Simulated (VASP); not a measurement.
# In: single point with LDA

In:

```
In
1.0
    -1.60199    1.62820    2.47557
     1.62820   -1.60199    2.47557
     1.52605    1.52605   -2.45834
In
1
Direct
  0.00000 0.00000 0.00000
```

- Program: VASP 6.6.1
- Task: single point
- Functional: LDA
- Potentials or basis: VASP PAW LDA potentials, release 64 (In_d)
- Cutoff: 520 eV
- k mesh: 6 × 6 × 7
- Occupations: fermi-dirac, width 0.1 eV
- Spin: no spin polarisation
- Dipole correction: no
- Further INCAR settings: ALGO = Normal; EDIFF = 1e-07; NBANDS = 12

The pressure is 0.0 GPa.

Stress tensor (GPa, compression positive):
```
-1.14  0.94 -0.65
 0.94 -1.14 -0.65
-0.65 -0.65  2.14
```

Levels at points of the mesh, in eV from the Fermi level:
```csv
k point,band 3,band 4,band 5,band 6,band 7,band 8,band 9,band 10
"(0.00, 0.00, 0.00)",-14.59,-14.57,-14.40,-10.05,10.77,10.96,11.30,11.88
"(0.50, 0.00, 0.00)",-14.60,-14.33,-14.26,-4.51,-3.69,7.45,9.61,11.55
"(0.50, 0.50, 0.00)",-14.32,-14.32,-14.17,-2.35,-1.86,3.60,4.46,7.53
```

Wall time 22 s on 1 thread of Intel(R) Xeon(R) Platinum 8259CL CPU @ 2.50GHz (Skylake/Cascade Lake) (shared host), peak memory 0.14 GiB.

Caveat: the k points lie up to 0.41 Å⁻¹ apart; spin-orbit coupling is left out, which moves the levels of the heavy elements.
